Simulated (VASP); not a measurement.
# K2MgZnF6: relaxation of volume and atoms at fixed shape with PBEsol

Crystal: K2MgZnF6.

```
K Mg Zn F
1.0
     8.03622    0.00000    0.00000
     0.00000    8.03622    0.00000
     0.00000    0.00000    8.03622
K Mg Zn F
8 4 4 24
Direct
  0.00201 0.99705 0.99450
  0.00422 0.00019 0.50282
  0.99928 0.50027 0.00326
  0.00255 0.49634 0.49624
  0.49599 0.99959 0.99611
  0.50221 0.99998 0.49086
  0.49919 0.50113 0.99710
  0.50429 0.50152 0.50306
  0.24863 0.25423 0.24885
  0.24885 0.25100 0.75113
  0.25075 0.74811 0.25120
  0.75010 0.75157 0.25015
  0.25281 0.74536 0.74885
  0.75373 0.25108 0.25077
  0.75072 0.25294 0.75233
  0.74997 0.74920 0.75221
  0.24832 0.25067 0.99644
  0.24613 0.24797 0.50056
  0.24791 0.74798 0.00004
  0.25234 0.75269 0.49770
  0.74754 0.24891 0.00320
  0.75404 0.24519 0.49412
  0.75150 0.75067 0.99828
  0.74678 0.75195 0.50237
  0.00427 0.24654 0.25156
  0.99969 0.25221 0.75123
  0.00029 0.75196 0.24935
  0.99888 0.74981 0.75078
  0.50466 0.24966 0.25156
  0.50013 0.24814 0.74528
  0.50150 0.74593 0.25081
  0.50262 0.74787 0.74870
  0.24885 0.00004 0.25088
  0.24989 0.00267 0.74811
  0.24813 0.50032 0.25140
  0.25272 0.50137 0.75052
  0.75175 0.99970 0.25040
  0.74490 0.00313 0.75347
  0.75119 0.50076 0.25171
  0.74976 0.49569 0.75330
```

```json
{"Program": "VASP 6.6.1", "Task": "relaxation of volume and atoms at fixed shape", "Functional": "PBEsol", "Potentials or basis": "VASP PAW PBE potentials, release 64 (K_sv, Mg, Zn, F)", "Cutoff": "700 eV", "k mesh": "1 × 1 × 1, shifted", "Occupations": "fermi-dirac, width 0.05 eV", "Spin": "no spin polarisation", "Dipole correction": "no", "Further INCAR settings": "LREAL = Auto; ALGO = Normal; EDIFF = 1e-07; ISYM = -1; IBRION = 2; EDIFFG = -0.03; NSW = 100; ISIF = 8"}
```

```yaml
Relaxed_volume: 13.00 Å³/atom
Relaxed_cell: a = 8.041 Å, b = 8.041 Å, c = 8.041 Å, α = 90.00°, β = 90.00°, γ = 90.00°
Space_group_after_relaxing_to_0.1_Å: P4_2/mmc (No. 131)
Energy_gained_by_relaxing: 5.3 meV/atom
Ionic_steps: 10
Pressure_after_relaxing: 0.0 GPa
Largest_force_after_relaxing: 0.028 eV/Å
Band_gap_on_the_k_mesh: 5.61 eV
```

Forces in eV/Å, atoms in the order of the input:
```
K   -0.003  0.008  0.011
K   -0.016  0.000 -0.004
K    0.004 -0.001 -0.010
K   -0.011  0.011  0.010
K    0.013 -0.002  0.020
K   -0.006 -0.003  0.027
K    0.004 -0.004 -0.001
K   -0.017 -0.006 -0.004
Mg   0.004 -0.002  0.001
Mg   0.002  0.003  0.001
Mg  -0.002  0.005 -0.006
Mg   0.004 -0.006 -0.002
Zn   0.002 -0.019  0.008
Zn  -0.004  0.013  0.009
Zn   0.007  0.013 -0.006
Zn   0.002 -0.010  0.003
F    0.002 -0.002  0.010
F    0.002 -0.004 -0.009
F    0.001  0.001  0.008
F    0.001 -0.003 -0.011
F    0.003 -0.001  0.001
F   -0.009  0.007 -0.013
F    0.005 -0.005 -0.003
F    0.001 -0.005 -0.014
F    0.008 -0.002 -0.003
F    0.008 -0.009 -0.001
F    0.012  0.001 -0.005
F    0.010  0.002  0.000
F   -0.002 -0.004 -0.001
F    0.001 -0.004  0.011
F   -0.016  0.002  0.006
F   -0.007  0.011 -0.001
F   -0.008 -0.002  0.007
F    0.005  0.005 -0.001
F    0.005  0.007 -0.005
F   -0.008  0.015  0.000
F   -0.004  0.007  0.001
F    0.015 -0.006 -0.012
F   -0.011 -0.005 -0.009
F    0.003 -0.005 -0.013
```

Stress tensor (GPa, compression positive):
```
 0.00 -0.06 -0.06
-0.06 -0.01 -0.07
-0.06 -0.07  0.00
```

Step by step:
| step | energy change (eV) | largest force (eV/Å) | pressure (GPa) | volume (Å³) |
| --- | --- | --- | --- | --- |
| 1 | 0.0000 | 0.8950 | 0.43 | 518.98 |
| 2 | -0.1665 | 0.2220 | -0.19 | 521.61 |
| 3 | -0.1751 | 0.2104 | -0.34 | 522.38 |
| 4 | -0.1907 | 0.1061 | -0.06 | 520.36 |
| 5 | -0.1958 | 0.1298 | 0.31 | 517.93 |
| 6 | -0.2052 | 0.0873 | 0.17 | 518.84 |
| 7 | -0.2078 | 0.0752 | 0.06 | 519.58 |
| 8 | -0.2108 | 0.0498 | -0.04 | 520.22 |
| 9 | -0.2111 | 0.0647 | -0.08 | 520.47 |
| 10 | -0.2126 | 0.0277 | -0.01 | 519.96 |

Final structure:
```
K Mg Zn F
1.0
     8.04123    0.00000    0.00000
     0.00000    8.04123    0.00000
     0.00000    0.00000    8.04123
K Mg Zn F
8 4 4 24
Direct
  0.00044 0.99939 0.99937
  0.00127 0.99973 0.49993
  0.00016 0.49981 0.00043
  0.00105 0.49919 0.49948
  0.49948 0.99980 0.99858
  0.50090 0.00016 0.49786
  0.50015 0.50005 0.99984
  0.50157 0.50005 0.50013
  0.25049 0.24986 0.24951
  0.25025 0.24992 0.74945
  0.25061 0.74968 0.24969
  0.75061 0.74982 0.25010
  0.25041 0.74992 0.74936
  0.75066 0.24946 0.24991
  0.75017 0.24956 0.75019
  0.75039 0.74983 0.75012
  0.25145 0.25027 0.99962
  0.24908 0.24953 0.49937
  0.24993 0.74948 0.00314
  0.25100 0.75053 0.49606
  0.74873 0.25030 0.00040
  0.75260 0.24877 0.49987
  0.75100 0.74960 0.00381
  0.74982 0.75045 0.49662
  0.00411 0.24901 0.24870
  0.00382 0.25035 0.75127
  0.00071 0.75046 0.25059
  0.00058 0.74984 0.74921
  0.49699 0.25066 0.25094
  0.49658 0.24978 0.74758
  0.50055 0.74889 0.24912
  0.50008 0.74915 0.75029
  0.25161 0.99982 0.24888
  0.25009 0.00324 0.74994
  0.24971 0.49974 0.25013
  0.25066 0.49634 0.74903
  0.74999 0.99625 0.24943
  0.74939 0.99979 0.75135
  0.75189 0.50315 0.25129
  0.75009 0.49977 0.75057
```

Levels at points of the mesh, in eV from the valence-band top:
```
           k point  band 144  band 145  band 146  band 147  band 148  band 149  band 150  band 151  band 152  band 153
(0.25, 0.25, 0.25)     -0.65     -0.62     -0.41     -0.22      0.00      5.61      6.72      7.28      7.66      8.25
```

It took 25 min on 1 thread of AMD EPYC 9R45 96-Core Processor (Zen 5) (shared host), peak memory 0.84 GiB.

Caveat: the PAW data sets were made with another functional, which shifts forces and pressure a little; a shifted mesh leaves out Γ, where band edges can lie. A k mesh can miss the band edges.
